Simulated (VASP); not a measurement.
# InO3 (Pm-3m) in VASP: further runs

The runs below take InO3 through single point, with PBE.

Everything below comes from runs of VASP 6.6.1. Logs are shortened: lines on timing, memory, paths and dates and some standing lists are left out, and cuts for length are marked.

### Step 1. The cell of the first run

Symmetry: Pm-3m, No. 221, cubic system. The conventional cell has a = 3.578 Å, b = 3.578 Å, c = 3.578 Å, α = 90.00°, β = 90.00°, γ = 90.00°. In (site symmetry m-3m) has 12 O at 2.53 Å within 3.3 Å. Within 3.3 Å of O (site symmetry 4/mmm) lie 4 In at 2.53 Å and 8 O at 2.53 Å.

### Step 2. Single point, PBE

INCAR

```
ALGO = Normal
EDIFF = 1E-7
ENCUT = 520
GGA = PE
ISIF = 2
ISMEAR = 0
LASPH = T
LCHARG = T
LELF = T
LREAL = F
LVHAR = T
LWAVE = F
NBANDS = 24
NELM = 60
PREC = Accurate
SIGMA = 0.1
```

KPOINTS

```
k-points
0
Gamma
  6 6 6
```

POSCAR

```
InO3
1.0
    3.5777959712      0.0000000000      0.0000000000
    0.0000000000      3.5777959712      0.0000000000
    0.0000000000      0.0000000000      3.5777959712
In O
1 3
Direct
    0.0000000000      0.0000000000      0.0000000000
    0.0000000000      0.5000000000      0.5000000000
    0.5000000000      0.0000000000      0.5000000000
    0.5000000000      0.5000000000      0.0000000000
```

Potentials or basis: VASP PAW PBE potentials, release 64 (In_d, O).

Run with:

```console
cat potpaw_PBE.64/In_d/POTCAR potpaw_PBE.64/O/POTCAR > POTCAR
mpirun -np 1 vasp_std > vasp.out
```

OUTCAR:

```text
EDIFF = 1E-7
   ENCUT = 520
   GGA = PE
   ISIF = 2
   ISMEAR = 0
   LASPH = T
   LREAL = F
   NELM = 60
   PREC = Accurate

 ion  position               nearest neighbor table
   1  0.000  0.000  0.000-   2 2.53   3 2.53   4 2.53   2 2.53   3 2.53   2 2.53   4 2.53   2 2.53
                             3 2.53   4 2.53   3 2.53   4 2.53
   2  0.000  0.500  0.500-   1 2.53   1 2.53   1 2.53   1 2.53
   3  0.500  0.000  0.500-   1 2.53   1 2.53   1 2.53   1 2.53
   4  0.500  0.500  0.000-   1 2.53   1 2.53   1 2.53   1 2.53

  LATTYP: Found a simple cubic cell.
 ALAT       =     3.5777959712

  Lattice vectors:

 A1 = (   3.5777959712,   0.0000000000,   0.0000000000)
 A2 = (   0.0000000000,   3.5777959712,   0.0000000000)
 A3 = (   0.0000000000,   0.0000000000,   3.5777959712)

Analysis of symmetry for initial positions (statically):
=====================================================================
 Subroutine PRICEL returns:
 Original cell was already a primitive cell.

 Routine SETGRP: Setting up the symmetry group for a
 simple cubic supercell.

 Subroutine GETGRP returns: Found 48 space group operations
 (whereof 48 operations were pure point group operations)
 out of a pool of 48 trial point group operations.

The static configuration has the point symmetry O_h .

Analysis of symmetry for dynamics (positions and initial velocities):
=====================================================================
 Subroutine PRICEL returns:
 Original cell was already a primitive cell.

 Routine SETGRP: Setting up the symmetry group for a
 simple cubic supercell.

 Subroutine GETGRP returns: Found 48 space group operations
 (whereof 48 operations were pure point group operations)
 out of a pool of 48 trial point group operations.

The dynamic configuration has the point symmetry O_h .

 Subroutine INISYM returns: Found 48 space group operations
 (whereof 48 operations are pure point group operations),
 and found     1 'primitive' translations

----------------------------------------------------------------------------------------

                                     Primitive cell

  volume of cell :      45.7980

  direct lattice vectors                    reciprocal lattice vectors
     3.577795971  0.000000000  0.000000000     0.279501684  0.000000000  0.000000000
     0.000000000  3.577795971  0.000000000     0.000000000  0.279501684  0.000000000
     0.000000000  0.000000000  3.577795971     0.000000000  0.000000000  0.279501684

  length of vectors
     3.577795971  3.577795971  3.577795971     0.279501684  0.279501684  0.279501684

  position of ions in fractional coordinates (direct lattice)
     0.000000000  0.000000000  0.000000000
     0.000000000  0.500000000  0.500000000
     0.500000000  0.000000000  0.500000000
     0.500000000  0.500000000  0.000000000

  ion indices of the primitive-cell ions
   primitive index   ion index
                 1           1
                 2           2
                 3           3
                 4           4

----------------------------------------------------------------------------------------

 KPOINTS: k-points

Automatic generation of k-mesh.
 Grid dimensions read from file:
 generate k-points for:    6    6    6

 Generating k-lattice:

  Cartesian coordinates                     Fractional coordinates (reciprocal lattice)
     0.046583614  0.000000000  0.000000000     0.166666667  0.000000000  0.000000000
     0.000000000  0.046583614  0.000000000     0.000000000  0.166666667  0.000000000
     0.000000000  0.000000000  0.046583614     0.000000000  0.000000000  0.166666667

  Length of vectors
     0.046583614  0.046583614  0.046583614

  Shift w.r.t. Gamma in fractional coordinates (k-lattice)
     0.000000000  0.000000000  0.000000000

 Subroutine IBZKPT returns following result:
 ===========================================

 Found     20 irreducible k-points:

 Following reciprocal coordinates:
            Coordinates               Weight
  0.000000  0.000000  0.000000      1.000000
  0.166667  0.000000  0.000000      6.000000
  0.333333  0.000000  0.000000      6.000000
  0.500000  0.000000  0.000000      3.000000
  0.166667  0.166667  0.000000     12.000000
  0.333333  0.166667  0.000000     24.000000
[... 12 lines left out ...]
  0.500000  0.500000  0.333333      6.000000
  0.500000  0.500000  0.500000      1.000000
   k-points           NKPTS =     20   k-points in BZ     NKDIM =     20   number of bands    NBANDS=     24
   number of dos      NEDOS =    301   number of ions     NIONS =      4
   total plane-waves  NPLWV =  21952
   dimension x,y,z NGX =    28 NGY =   28 NGZ =   28
   dimension x,y,z NGXF=    56 NGYF=   56 NGZF=   56
   ions per type =               1   3
   NGX,Y,Z   is equivalent  to a cutoff of  13.01, 13.01, 13.01 a.u.
   NGXF,Y,Z  is equivalent  to a cutoff of  26.02, 26.02, 26.02 a.u.
 SYSTEM =  unknown system
   PREC   = accura    normal or accurate (medium, high low for compatibility)
   ISTART =      0    job   : 0-new  1-cont  2-samecut
   ICHARG =      2    charge: 1-file 2-atom 10-const
   ISPIN  =      1    spin polarized calculation?
   LNONCOLLINEAR =      F non collinear calculations
   LSORBIT =      F    spin-orbit coupling
   LASPH  =      T    aspherical Exc in radial PAW
   ENCUT  =  520.0 eV  38.22 Ry    6.18 a.u.   6.65  6.65  6.65*2*pi/ulx,y,z
   NELM   =     60;   NELMIN=  2; NELMDL= -5     # of ELM steps
   EDIFF  = 0.1E-06   stopping-criterion for ELM
   LREAL  =      F    real-space projection
   EDIFFG = 0.1E-05   stopping-criterion for IOM
   NSW    =      0    number of steps for IOM
   IBRION =     -1    ionic relax: 0-MD 1-quasi-New 2-CG
   NFREE  =      0    steps in history (QN), initial steepest desc. (CG)
   ISIF   =      2    stress and relaxation
   ISYM   =      2    0-nonsym 1-usesym 2-fastsym
   POTIM  = 0.5000    time-step for ionic-motion
   TEBEG  =    0.0;   TEEND  =   0.0 temperature during run
   PSTRESS=    0.0 pullay stress
   NELECT =      31.0000    total number of electrons
   NUPDOWN=      -1.0000    fix difference up-down
   EMIN   =  10.00;   EMAX   =-10.00  energy-range for DOS
   EFERMI =   0.00;   METHOD = LEGACY
   ISMEAR =     0;   SIGMA  =   0.10  broadening in eV -4-tet -1-fermi 0-gaus
   EFERMI_NEDOS =   21; number of points for ismear=-14 and -15
   IALGO  =     38    algorithm
   IMIX   =      4    mixing-type and parameters
     AMIX     =   0.40;   BMIX     =  1.00
     AMIX_MAG =   1.60;   BMIX_MAG =  1.00
  volume/ion in A,a.u.               =      11.45        77.27
  Fermi-wavevector in a.u.,A,eV,Ry     =   1.437407  2.716306 28.111535  2.066140
  Thomas-Fermi vector in A             =   2.556488
   LORBIT       =      0    0 simple, 1 ext, 2 COOP (PROOUT), +10 PAW based schemes
   GGA     = PE    functional components
   LHFCALC =     F    Hartree Fock is set to
   AEXX    =    0.0000 exact exchange contribution
   IVDW    =     0    specifies the selected vdW correction
   LEPSILON=     F    determine dielectric tensor
   LRPA    =     F    only Hartree local field effects (RPA)
 non-spin polarized calculation
 Gauss-broadening in eV      SIGMA  =   0.10
  energy-cutoff  :      520.00
  volume of cell :       45.80
 maximum number of plane-waves:      1253
 NGX is ok and might be reduce to    28
   NGX = 13   NGY = 13   NGZ = 13

 number of electron      31.0000006 magnetization

 Free energy of the ion-electron system (eV)
  ---------------------------------------------------
  ext. energy  EPLUGINS =         0.00000000
  ---------------------------------------------------
  free energy    TOTEN  =       -15.76895037 eV

  energy without entropy =      -15.73137812  energy(sigma->0) =      -15.75016425

 E-fermi :   4.5997     XC(G=0): -11.4052

 val. band max:        4.5927425808   @ k =   0.1667   0.1667   0.0000
 cond. band min:       4.6246792109   @ k =   0.5000   0.0000   0.0000
 fundamental gap:      0.0319366302
 Fermi energy:         4.5996599094

 k-point     1 :       0.0000    0.0000    0.0000
  band No.  band energies     occupation
      1     -13.9399      2.00000
      2     -11.3502      2.00000
      3     -11.3502      2.00000
      4      -8.8350      2.00000
      5      -8.8350      2.00000
      6      -8.8350      2.00000
[... 16 lines left out ...]
     23      16.9385      0.00000
     24      18.6685      0.00000

 k-point     2 :       0.1667    0.0000    0.0000
  band No.  band energies     occupation
      1     -13.7825      2.00000
      2     -11.5040      2.00000
      3     -11.2823      2.00000
      4      -8.8655      2.00000
      5      -8.8655      2.00000
      6      -8.8337      2.00000
[... 16 lines left out ...]
     23      18.9206      0.00000
     24      19.3689      0.00000

 k-point     3 :       0.3333    0.0000    0.0000
  band No.  band energies     occupation
      1     -13.3574      2.00000
      2     -11.9334      2.00000
      3     -11.1296      2.00000
      4      -8.9681      2.00000
      5      -8.9251      2.00000
      6      -8.9251      2.00000
[... 16 lines left out ...]
     23      19.9841      0.00000
     24      21.6719      0.00000

 k-point     4 :       0.5000    0.0000    0.0000
  band No.  band energies     occupation
      1     -12.9598      2.00000
      2     -12.3393      2.00000
      3     -11.0422      2.00000
      4      -9.0765      2.00000
      5      -8.9543      2.00000
      6      -8.9543      2.00000
[... 16 lines left out ...]
     23      20.5451      0.00000
     24      23.7557      0.00000

 k-point     5 :       0.1667    0.1667    0.0000
  band No.  band energies     occupation
      1     -13.6339      2.00000
      2     -11.5271      2.00000
      3     -11.3571      2.00000
      4      -8.9237      2.00000
      5      -8.8659      2.00000
      6      -8.8611      2.00000
[... 343 lines left out ...]
 k-point    18 :       0.5000    0.3333    0.3333
  band No.  band energies     occupation
      1     -12.3851      2.00000
      2     -12.1351      2.00000
      3     -11.9436      2.00000
      4      -8.8580      2.00000
      5      -8.8244      2.00000
      6      -8.6432      2.00000
[... 16 lines left out ...]
     23      21.5297      0.00000
     24      21.9499      0.00000

 k-point    19 :       0.5000    0.5000    0.3333
  band No.  band energies     occupation
      1     -12.2047      2.00000
      2     -12.1427      2.00000
      3     -12.1427      2.00000
      4      -8.8305      2.00000
      5      -8.7766      2.00000
      6      -8.5881      2.00000
[... 16 lines left out ...]
     23      21.3060      0.00000
     24      21.3060      0.00000

 k-point    20 :       0.5000    0.5000    0.5000
  band No.  band energies     occupation
      1     -12.1765      2.00000
      2     -12.1765      2.00000
      3     -12.1765      2.00000
      4      -8.7727      2.00000
      5      -8.7727      2.00000
      6      -8.4655      2.00000
[... 16 lines left out ...]
     23      20.5792      0.00000
     24      20.5792      0.00000

------------------------ aborting loop because EDIFF is reached ----------------------------------------

  FORCE on cell =-STRESS in cart. coord.  units (eV):
  Direction    XX          YY          ZZ          XY          YZ          ZX
  --------------------------------------------------------------------------------------
  -------------------------------------------------------------------------------------
  Total       -3.8322079     -3.8322079     -3.8322079     -0.0000000     -0.0000000     -0.0000000
  in kB     -134.0642341   -134.0642341   -134.0642341     -0.0000000     -0.0000000     -0.0000000
  external PRESSURE =    -134.0642341 kB  Pullay stress =       0.0000000 kB

 VOLUME and BASIS-vectors are now :
 -----------------------------------------------------------------------------
  energy-cutoff  :      520.00
  volume of cell :       45.80
      direct lattice vectors                 reciprocal lattice vectors
     3.577795971  0.000000000  0.000000000     0.279501684  0.000000000  0.000000000
     0.000000000  3.577795971  0.000000000     0.000000000  0.279501684  0.000000000
     0.000000000  0.000000000  3.577795971     0.000000000  0.000000000  0.279501684

 POSITION                                       TOTAL-FORCE (eV/Angst)
 -----------------------------------------------------------------------------------
      0.00000      0.00000      0.00000         0.000000      0.000000      0.000000
      0.00000      1.78890      1.78890         0.000000      0.000000      0.000000
      1.78890      0.00000      1.78890         0.000000      0.000000      0.000000
      1.78890      1.78890      0.00000         0.000000      0.000000      0.000000
 -----------------------------------------------------------------------------------
    total drift:                                0.000000      0.000000      0.000000

  FREE ENERGIE OF THE ION-ELECTRON SYSTEM (eV)
  ---------------------------------------------------
  free  energy   TOTEN  =       -15.7689503701 eV

  energy  without entropy=      -15.7313781242  energy(sigma->0) =      -15.75016425
```

It took 14 s on 1 thread of AMD EPYC 9R45 (Zen 5), shared host; peak memory 0.13 GiB.

What came out:

```yaml
Free_energy: -15.7690 eV
Pressure: -13.4 GPa
```

Caveat: spin-orbit coupling is left out, which moves the levels of the heavy elements; an odd number of electrons without spin polarisation forces a metal; a magnetic or distorted state may lie lower.

### Step 3. Single point, PBE, collinear spin, ferromagnetic start

This run uses another cell than the first one, of 10.54 Å³/atom, 0.920 times its volume.

INCAR

```
SYSTEM = InO3
ALGO     = Normal         ! electronic algorithm
EDIFF    = 1E-6           ! SCF threshold, eV
ENCUT    = 520            ! plane-wave cutoff, eV
GGA      = PE             ! functional
ISIF     = 2              ! what is computed and relaxed
ISMEAR   = 0              ! smearing method
ISPIN    = 2              ! spin polarisation
LASPH    = .True.         ! aspherical terms in the spheres
LCHARG   = .False.        ! write CHGCAR
LORBIT   = 11             ! projections on sites
LREAL    = .False.        ! projectors in reciprocal space
LWAVE    = .False.        ! write WAVECAR
MAGMOM   = 0 1.14 1.14 1.14 ! initial moments
NBANDS   = 28             ! bands
NELM     = 150            ! most SCF steps
PREC     = Accurate       ! precision mode
SIGMA    = 0.1            ! smearing width, eV
```

KPOINTS

```
k-points
0
Gamma
  6 6 6
  0 0 0
```

POSCAR

```
InO3
1.0
    3.4801999486      0.0000000000      0.0000000000
    0.0000000000      3.4801999486      0.0000000000
    0.0000000000      0.0000000000      3.4801999486
In O
1 3
Direct
    0.0000000000      0.0000000000      0.0000000000
    0.0000000000      0.5000000000      0.5000000000
    0.5000000000      0.0000000000      0.5000000000
    0.5000000000      0.5000000000      0.0000000000
```

Potentials or basis: VASP PAW PBE potentials, release 64 (In_d, O).

Run with:

```console
cat potpaw_PBE.64/In_d/POTCAR potpaw_PBE.64/O/POTCAR > POTCAR
mpirun -np 1 vasp_std > vasp.out
```

OUTCAR:

```text
SYSTEM = InO3
   EDIFF = 1E-6
   ENCUT = 520
   GGA = PE
   ISIF = 2
   ISMEAR = 0
   ISPIN = 2
   LASPH = .True.
   LORBIT = 11
   LREAL = .False.
   NELM = 150
   PREC = Accurate

 ion  position               nearest neighbor table
   1  0.000  0.000  0.000-   2 2.46   3 2.46   4 2.46   2 2.46   3 2.46   2 2.46   4 2.46   2 2.46
                             3 2.46   4 2.46   3 2.46   4 2.46
   2  0.000  0.500  0.500-   1 2.46   1 2.46   1 2.46   1 2.46
   3  0.500  0.000  0.500-   1 2.46   1 2.46   1 2.46   1 2.46
   4  0.500  0.500  0.000-   1 2.46   1 2.46   1 2.46   1 2.46

  LATTYP: Found a simple cubic cell.
 ALAT       =     3.4801999486

[... 1422 lines left out ...]
     3.480199949  0.000000000  0.000000000     0.287339812  0.000000000  0.000000000
     0.000000000  3.480199949  0.000000000     0.000000000  0.287339812  0.000000000
     0.000000000  0.000000000  3.480199949     0.000000000  0.000000000  0.287339812

 POSITION                                       TOTAL-FORCE (eV/Angst)
 -----------------------------------------------------------------------------------
      0.00000      0.00000      0.00000         0.000000      0.000000      0.000000
      0.00000      1.74010      1.74010         0.000000      0.000000      0.000000
      1.74010      0.00000      1.74010         0.000000      0.000000      0.000000
      1.74010      1.74010      0.00000         0.000000      0.000000      0.000000
 -----------------------------------------------------------------------------------
    total drift:                                0.000000      0.000000      0.000000

  FREE ENERGIE OF THE ION-ELECTRON SYSTEM (eV)
  ---------------------------------------------------
  free  energy   TOTEN  =       -16.4725972560 eV

  energy  without entropy=      -16.4635938240  energy(sigma->0) =      -16.46809554

 total charge

# of ion       s       p       d       tot
------------------------------------------
    1        0.545   0.440   9.993  10.978
    2        1.616   3.172   0.000   4.789
    3        1.616   3.172   0.000   4.789
    4        1.616   3.172   0.000   4.789
--------------------------------------------------
tot          5.393   9.957   9.993  25.344

 magnetization (x)

# of ion       s       p       d       tot
------------------------------------------
    1       -0.045  -0.034  -0.000  -0.079
    2        0.010   0.885   0.000   0.896
    3        0.010   0.885   0.000   0.896
    4        0.010   0.885   0.000   0.896
--------------------------------------------------
tot         -0.014   2.622  -0.000   2.607
```

Run time: 25 s. Hardware: 1 thread of AMD EPYC 9R45 (Zen 5), shared host; peak memory 0.16 GiB.

Results:

```yaml
Free_energy: -16.4726 eV
Pressure: 0.0 GPa
Band_gap_on_the_k_mesh: zero (filled and empty bands overlap)
Net_moment: 3.01 μB per cell
Site_moments: In -0.08; O +0.90 μB
Valence_electrons_inside_the_program's_atomic_spheres: In 10.98; O 4.79
```

Caveat: spin-orbit coupling is left out, which moves the levels of the heavy elements.
